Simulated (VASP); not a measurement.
# Yb: single point with BLYP+D3(BJ)

Crystal: Yb.

```
CELL_PARAMETERS angstrom
0.00000 2.87392 2.87392
2.87392 0.00000 2.87392
2.87392 2.87392 0.00000
ATOMIC_POSITIONS crystal
Yb 0.00000 0.00000 0.00000
```

This cell differs from its parent crystal: volume scaled by 1.15.

```
Program             : VASP 6.6.1
Task                : single point
Functional          : BLYP
Dispersion          : D3(BJ)
Potentials or basis : VASP PAW PBE potentials, release 64 (Yb)
Cutoff              : 520 eV
k mesh              : 8 × 8 × 8
Occupations         : fermi-dirac, width 0.025 eV
Spin                : collinear spin, ferromagnetic start
Starting moments    : [1.0] μB
Fixed moment        : 1 μB
```

* Pressure: -5.1 GPa
* Net moment: 1.00 μB per cell
* Site moments: Yb +0.41 μB
* Valence electrons inside the program's atomic spheres: Yb 21.98
* Dispersion energy per atom: -0.581 eV

It took 3 min on 1 thread of Intel Xeon 6975P-C, with other jobs on the host, peak memory 0.24 GiB.

Caveat: three body term missing; the PAW data sets were made with another functional, which shifts forces and pressure a little; the total moment is fixed, so each spin has its own Fermi level. The state reached can hang on the start; a lower one may exist.
